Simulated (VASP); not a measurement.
# AlSn (P-6m2) in VASP: a series of runs, part 2 of 4

VASP 6.6.1.

### 3 Electric field gradients, PBEsol (volume scaled by 0.98)

File INCAR:

```
SYSTEM = AlSn
PREC = Accurate
ENCUT = 520
EDIFF = 1E-8
ISMEAR = -1
SIGMA = 0.05
LREAL = .False.
LASPH = .True.
NELM = 60
ALGO = Normal
ISIF = 2
LWAVE = .False.
LCHARG = .False.
GGA = PS
LEFG = .True.
NBANDS = 16
```

File KPOINTS:

```
regular mesh
0
Gamma
  11 11 12
  0 0 0
```

File POSCAR:

```
AlSn
1.0
    4.1699295612      0.0000000000      0.0000000000
   -2.0849647806      3.6112649320      0.0000000000
    0.0000000000      0.0000000000      3.2846527272
Al Sn
1 1
Direct
    0.0000000000      0.0000000000      0.0000000000
    0.3333333333      0.6666666667      0.5000000000
```

Potentials or basis: VASP PAW PBE potentials, release 64 (Al, Sn_d).

Run with:

```console
$ cat potpaw_PBE.64/Al/POTCAR potpaw_PBE.64/Sn_d/POTCAR > POTCAR
$ mpirun -np 1 vasp_std > vasp.out
```

OUTCAR:

```text
SYSTEM = AlSn
   PREC = Accurate
   ENCUT = 520
   EDIFF = 1E-8
   ISMEAR = -1
   LREAL = .False.
   LASPH = .True.
   NELM = 60
   ISIF = 2
   GGA = PS

 ion  position               nearest neighbor table
   1  0.000  0.000  0.000-   2 2.91   2 2.91   2 2.91   2 2.91   2 2.91   2 2.91
   2  0.333  0.667  0.500-   1 2.91   1 2.91   1 2.91   1 2.91   1 2.91   1 2.91

  LATTYP: Found a hexagonal cell.
 ALAT       =     4.1699295612
 C/A-ratio  =     0.7876998110

  Lattice vectors:

 A1 = (   4.1699295612,   0.0000000000,   0.0000000000)
 A2 = (  -2.0849647806,   3.6112649320,   0.0000000000)
 A3 = (   0.0000000000,   0.0000000000,   3.2846527272)

Analysis of symmetry for initial positions (statically):
=====================================================================
 Subroutine PRICEL returns:
 Original cell was already a primitive cell.

 Routine SETGRP: Setting up the symmetry group for a
 hexagonal supercell.

 Subroutine GETGRP returns: Found 12 space group operations
 (whereof 12 operations were pure point group operations)
 out of a pool of 24 trial point group operations.

The static configuration has the point symmetry D_3h.

Analysis of symmetry for dynamics (positions and initial velocities):
=====================================================================
 Subroutine PRICEL returns:
 Original cell was already a primitive cell.

 Routine SETGRP: Setting up the symmetry group for a
 hexagonal supercell.

 Subroutine GETGRP returns: Found 12 space group operations
 (whereof 12 operations were pure point group operations)
 out of a pool of 24 trial point group operations.

The dynamic configuration has the point symmetry D_3h.

 Subroutine INISYM returns: Found 12 space group operations
 (whereof 12 operations are pure point group operations),
 and found     1 'primitive' translations

----------------------------------------------------------------------------------------

                                     Primitive cell

  volume of cell :      49.4627

  direct lattice vectors                    reciprocal lattice vectors
     4.169929561  0.000000000  0.000000000     0.239812204  0.138455641  0.000000000
    -2.084964781  3.611264932  0.000000000     0.000000000  0.276911281  0.000000000
     0.000000000  0.000000000  3.284652727     0.000000000  0.000000000  0.304446187

  length of vectors
     4.169929561  4.169929561  3.284652727     0.276911281  0.276911281  0.304446187

  position of ions in fractional coordinates (direct lattice)
     0.000000000  0.000000000  0.000000000
     0.333333333  0.666666667  0.500000000

  ion indices of the primitive-cell ions
   primitive index   ion index
                 1           1
                 2           2

----------------------------------------------------------------------------------------

 KPOINTS: regular mesh

Automatic generation of k-mesh.
 Grid dimensions read from file:
 generate k-points for:   11   11   12

[... 70 lines left out ...]
   ISYM   =      2    0-nonsym 1-usesym 2-fastsym
   POTIM  = 0.5000    time-step for ionic-motion
   TEBEG  =    0.0;   TEEND  =   0.0 temperature during run
   PSTRESS=    0.0 pullay stress
   NELECT =      17.0000    total number of electrons
   NUPDOWN=      -1.0000    fix difference up-down
   EMIN   =  10.00;   EMAX   =-10.00  energy-range for DOS
   EFERMI =   0.00;   METHOD = LEGACY
   ISMEAR =    -1;   SIGMA  =   0.05  broadening in eV -4-tet -1-fermi 0-gaus
   EFERMI_NEDOS =   21; number of points for ismear=-14 and -15
   IALGO  =     38    algorithm
   IMIX   =      4    mixing-type and parameters
     AMIX     =   0.40;   BMIX     =  1.00
     AMIX_MAG =   1.60;   BMIX_MAG =  1.00
  volume/ion in A,a.u.               =      24.73       166.90
  Fermi-wavevector in a.u.,A,eV,Ry     =   1.146741  2.167026 17.891860  1.315015
  Thomas-Fermi vector in A             =   2.283424
   LORBIT       =      0    0 simple, 1 ext, 2 COOP (PROOUT), +10 PAW based schemes
   GGA     = PS    functional components
   LHFCALC =     F    Hartree Fock is set to
   AEXX    =    0.0000 exact exchange contribution
   IVDW    =     0    specifies the selected vdW correction
   LEPSILON=     F    determine dielectric tensor
   LRPA    =     F    only Hartree local field effects (RPA)
 non-spin polarized calculation
  energy-cutoff  :      520.00
  volume of cell :       49.46
 maximum number of plane-waves:      1364
 NGX is ok and might be reduce to    32
   NGX = 15   NGY = 15   NGZ = 13

 number of electron      16.9999995 magnetization

 Free energy of the ion-electron system (eV)
  ---------------------------------------------------
  ext. energy  EPLUGINS =         0.00000000
  ---------------------------------------------------
  free energy    TOTEN  =        -7.95937170 eV

  energy without entropy =       -7.94886626  energy(sigma->0) =       -7.95411898

 E-fermi :   6.5149     XC(G=0):  -9.7696

 val. band max:        6.5078061266   @ k =   0.4545   0.0909   0.4167
 cond. band min:       6.5287566408   @ k =   0.0909   0.0909   0.4167
 fundamental gap:      0.0209505142
 Fermi energy:         6.5149318679

 k-point     1 :       0.0000    0.0000    0.0000
  band No.  band energies     occupation
      1     -14.7699      2.00000
      2     -14.6440      2.00000
      3     -14.6440      2.00000
      4     -14.6309      2.00000
      5     -14.6309      2.00000
      6      -4.0774      2.00000
[... 433 lines left out ...]
      3     -14.6389      2.00000
      4     -14.6368      2.00000
      5     -14.6335      2.00000
      6      -3.3796      2.00000
[... 8 lines left out ...]
     15      16.1353      0.00000
     16      16.8401      0.00000

 [... further k-points ...]

------------------------ aborting loop because EDIFF is reached ----------------------------------------

  FORCE on cell =-STRESS in cart. coord.  units (eV):
  Direction    XX          YY          ZZ          XY          YZ          ZX
  --------------------------------------------------------------------------------------
  -------------------------------------------------------------------------------------
  Total       -0.2093796     -0.2093796     -0.5911122      0.0000000      0.0000000      0.0000000
  in kB       -6.7821513     -6.7821513    -19.1470975      0.0000000      0.0000000      0.0000000
  external PRESSURE =     -10.9038001 kB  Pullay stress =       0.0000000 kB

 VOLUME and BASIS-vectors are now :
 -----------------------------------------------------------------------------
  energy-cutoff  :      520.00
  volume of cell :       49.46
      direct lattice vectors                 reciprocal lattice vectors
     4.169929561  0.000000000  0.000000000     0.239812204  0.138455641  0.000000000
    -2.084964781  3.611264932  0.000000000     0.000000000  0.276911281  0.000000000
     0.000000000  0.000000000  3.284652727     0.000000000  0.000000000  0.304446187

 POSITION                                       TOTAL-FORCE (eV/Angst)
 -----------------------------------------------------------------------------------
      0.00000      0.00000      0.00000        -0.000000      0.000000      0.000000
     -0.00000      2.40751      1.64233         0.000000      0.000000      0.000000
 -----------------------------------------------------------------------------------
    total drift:                                0.000001     -0.000000     -0.000000

  FREE ENERGIE OF THE ION-ELECTRON SYSTEM (eV)
  ---------------------------------------------------
  free  energy   TOTEN  =        -7.9593717014 eV

  energy  without entropy=       -7.9488662581  energy(sigma->0) =       -7.95411898

 Electric field gradients (V/A^2)
---------------------------------------------------------------------
 ion       V_xx      V_yy      V_zz      V_xy      V_xz      V_yz
---------------------------------------------------------------------
   1      -2.874    -2.874     5.747    -0.000    -0.000    -0.000
   2     -37.416   -37.417    74.833    -0.001     0.000    -0.000
---------------------------------------------------------------------

 Electric field gradients after diagonalization (V/A^2)
 (convention: |V_zz| > |V_xx| > |V_yy|)
----------------------------------------------------------------------
 ion       V_xx      V_yy      V_zz     asymmetry (V_yy - V_xx)/ V_zz
----------------------------------------------------------------------
   1      -2.874    -2.874     5.747       0.000
   2     -37.417   -37.415    74.833       0.000
----------------------------------------------------------------------

           NMR quadrupolar parameters

 Cq : quadrupolar parameter    Cq=e*Q*V_zz/h
 eta: asymmetry parameters     (V_yy - V_xx)/ V_zz
 Q  : nuclear electric quadrupole moment in mb (millibarn)
----------------------------------------------------------------------
 ion       Cq(MHz)       eta       Q (mb)
----------------------------------------------------------------------
   1       0.014       0.000       1.000
   2       0.181       0.000       1.000
----------------------------------------------------------------------
```

stdout:

```text
POSCAR found type information on POSCAR AlSn
 POSCAR found :  2 types and       2 ions
 scaLAPACK will be used
 -----------------------------------------------------------------------------
|                                                                             |
|                                                                             |
|     You enforced a specific xc type in the INCAR file but a different       |
|     I HOPE YOU KNOW WHAT YOU ARE DOING!                                     |
|                                                                             |
 -----------------------------------------------------------------------------

 LDA part: xc-table for (Slater+PW92), standard interpolation
 POSCAR, INCAR and KPOINTS ok, starting setup
 FFT: planning ... GRIDC
 FFT: planning ... GRID_SOFT
 FFT: planning ... GRID
 WAVECAR not read
 entering main loop
ion   1

ion   2
```

Wall time 23 s (1 thread of Intel Xeon 6975P-C (Granite Rapids), shared host); peak memory 0.22 GiB.

What came out:

| Item | Value |
| --- | --- |
| Free energy | -7.9594 eV |
| Pressure | -1.1 GPa |

Levels at points of the mesh, in eV from the Fermi level:
```
           k point  band 6  band 7  band 8  band 9  band 10  band 11
(0.00, 0.00, 0.00)  -10.59   -0.22   -0.22    0.81     2.64     3.15
(0.00, 0.00, 0.50)   -7.51   -6.30    2.76    2.76     3.66     3.66
```

Electric field gradients, principal values (V/Å²):
| atom | least | middle | greatest (by size) |
| --- | --- | --- | --- |
| 1 Al | -2.874 | -2.874 | 5.747 |
| 2 Sn | -37.415 | -37.417 | 74.833 |

Caveat: the cell differs from its parent crystal (volume scaled by 0.98); without QUAD_EFG the Cq values of the log hold for a quadrupole moment of 1 mb, not for the nuclei; the PAW data sets were made with another functional, which shifts forces and pressure a little; spin-orbit coupling is left out, which moves the levels of the heavy elements.

### 4 Electric field gradients, PBEsol

This run uses another cell than the first one, of 25.24 Å³/atom, 1.042 times its volume.

File INCAR:

```
ALGO = Normal
EDIFF = 1E-8
ENCUT = 520
GGA = PS
ISIF = 2
ISMEAR = -1
LASPH = True
LCHARG = False
LEFG = True
LREAL = False
LWAVE = False
NBANDS = 16
NELM = 60
PREC = Accurate
SIGMA = 0.05
```

File KPOINTS:

```
k-points
0
Gamma
  11 11 12
```

File POSCAR:

```
AlSn
1.0
    4.1981056157      0.0000000000      0.0000000000
   -2.0990528078      3.6356661109      0.0000000000
    0.0000000000      0.0000000000      3.3068470000
Al Sn
1 1
Direct
    0.0000000000      0.0000000000      0.0000000000
    0.3333333333      0.6666666667      0.5000000000
```

Potentials or basis: VASP PAW PBE potentials, release 64 (Al, Sn_d).

Run with:

```console
$ cat potpaw_PBE.64/Al/POTCAR potpaw_PBE.64/Sn_d/POTCAR > POTCAR
$ mpirun -np 1 vasp_std > vasp.out
```

OUTCAR:

```text
EDIFF = 1E-8
   ENCUT = 520
   GGA = PS
   ISIF = 2
   ISMEAR = -1
   LASPH = True
   LREAL = False
   NELM = 60
   PREC = Accurate

 ion  position               nearest neighbor table
   1  0.000  0.000  0.000-   2 2.93   2 2.93   2 2.93   2 2.93   2 2.93   2 2.93
   2  0.333  0.667  0.500-   1 2.93   1 2.93   1 2.93   1 2.93   1 2.93   1 2.93

  LATTYP: Found a hexagonal cell.
 ALAT       =     4.1981056157
 C/A-ratio  =     0.7876998110

  Lattice vectors:

 A1 = (   4.1981056157,   0.0000000000,   0.0000000000)
[... 669 lines left out ...]
  ---------------------------------------------------
  free  energy   TOTEN  =        -7.9496624530 eV

  energy  without entropy=       -7.9389272245  energy(sigma->0) =       -7.94429484

 Electric field gradients (V/A^2)
---------------------------------------------------------------------
 ion       V_xx      V_yy      V_zz      V_xy      V_xz      V_yz
---------------------------------------------------------------------
   1      -2.704    -2.704     5.409    -0.000    -0.000     0.000
   2     -35.759   -35.760    71.519    -0.000     0.000    -0.000
---------------------------------------------------------------------

 Electric field gradients after diagonalization (V/A^2)
 (convention: |V_zz| > |V_xx| > |V_yy|)
----------------------------------------------------------------------
 ion       V_xx      V_yy      V_zz     asymmetry (V_yy - V_xx)/ V_zz
----------------------------------------------------------------------
   1      -2.704    -2.704     5.409       0.000
   2     -35.760   -35.759    71.519       0.000
----------------------------------------------------------------------

           NMR quadrupolar parameters

 Cq : quadrupolar parameter    Cq=e*Q*V_zz/h
 eta: asymmetry parameters     (V_yy - V_xx)/ V_zz
 Q  : nuclear electric quadrupole moment in mb (millibarn)
----------------------------------------------------------------------
 ion       Cq(MHz)       eta       Q (mb)
----------------------------------------------------------------------
   1       0.013       0.000       1.000
   2       0.173       0.000       1.000
----------------------------------------------------------------------
```

OSZICAR:

```text
N       E                     dE             d eps       ncg     rms          rms(c)
DAV:   1     0.966487258445E+02    0.96649E+02   -0.77141E+03  3648   0.124E+03
DAV:   2    -0.128681335376E+00   -0.96777E+02   -0.92912E+02  3968   0.330E+02
DAV:   3    -0.780630549696E+01   -0.76776E+01   -0.76415E+01  4520   0.747E+01
DAV:   4    -0.799805460098E+01   -0.19175E+00   -0.19170E+00  4472   0.126E+01
DAV:   5    -0.800685558851E+01   -0.88010E-02   -0.88008E-02  5344   0.258E+00    0.226E+00
DAV:   6    -0.796798383642E+01    0.38872E-01   -0.24635E-02  4808   0.221E+00    0.127E+00
DAV:   7    -0.794990107769E+01    0.18083E-01   -0.24240E-02  4872   0.195E+00    0.154E-01
DAV:   8    -0.794965714121E+01    0.24394E-03   -0.21774E-03  4840   0.585E-01    0.464E-02
DAV:   9    -0.794966170511E+01   -0.45639E-05   -0.89188E-05  4968   0.781E-02    0.931E-03
DAV:  10    -0.794966229793E+01   -0.59282E-06   -0.57450E-06  4704   0.168E-02    0.584E-03
DAV:  11    -0.794966253130E+01   -0.23337E-06   -0.76609E-07  4560   0.604E-03    0.992E-04
DAV:  12    -0.794966247417E+01    0.57128E-07   -0.77543E-08  4744   0.352E-03    0.385E-04
DAV:  13    -0.794966245359E+01    0.20588E-07   -0.99136E-09  3944   0.747E-04    0.168E-04
DAV:  14    -0.794966245298E+01    0.61095E-09   -0.79187E-10  2608   0.313E-04
   1 F= -.79496625E+01 E0= -.79442948E+01  d E =-.107352E-01
```

Wall time 28 s (1 thread of Intel Xeon 6975P-C (Granite Rapids), shared host); peak memory 0.23 GiB.

What came out:

| Quantity | Value |
| --- | --- |
| Free energy | -7.9497 eV |
| Pressure | -2.1 GPa |

Levels at points of the mesh, in eV from the Fermi level:
| k point | band 5 | band 6 | band 7 | band 8 | band 9 | band 10 | band 11 | band 12 |
| --- | --- | --- | --- | --- | --- | --- | --- | --- |
| (0.00, 0.00, 0.00) | -21.14 | -10.46 | -0.21 | -0.21 | 0.69 | 2.60 | 3.13 | 3.13 |
| (0.00, 0.00, 0.50) | -21.09 | -7.44 | -6.21 | 2.71 | 2.71 | 3.61 | 3.61 | 3.76 |

Electric field gradients, principal values (V/Å²):
```csv
atom,least,middle,greatest (by size)
1 Al,-2.704,-2.704,5.409
2 Sn,-35.759,-35.760,71.519
```

Caveat: without QUAD_EFG the Cq values of the log hold for a quadrupole moment of 1 mb, not for the nuclei; the PAW data sets were made with another functional, which shifts forces and pressure a little; spin-orbit coupling is left out, which moves the levels of the heavy elements.

[end of part 2 of 4]
